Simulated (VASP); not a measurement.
C, 14 atoms in the cell. The cell holds a slab with vacuum, 14 atoms: a = 6.504 Å, b = 6.504 Å, c = 24.445 Å, α = 90.00°, β = 90.00°, γ = 120.00°. 

```yaml
Program: VASP 6.6.1
Task: single point
Functional: PBEsol
Dispersion: D3(BJ)
Potentials_or_basis: VASP PAW PBE potentials, release 64 (C)
Cutoff: 520 eV
k_mesh: 9 × 9 × 1
Occupations: gaussian, width 0.04 eV
Spin: no spin polarisation
Dipole_correction: yes
Further_INCAR_settings: ALGO = Normal; EDIFF = 1e-06; NBANDS = 41; NELMDL = -8
```

Potentials or basis: VASP PAW PBE potentials, release 64 (C).

Command:

```bash
$ cat potpaw_PBE.64/C/POTCAR > POTCAR
$ mpirun -np 1 vasp_std > vasp.out
```

Hardware: 1 thread of Intel Xeon 8259CL (shared host).

Q: Estimate the wall time of this run.

A: It took 27 min on 1 thread of Intel Xeon 8259CL (shared host), peak memory 1 GiB. Counts: scf iterations 25, k points 15.
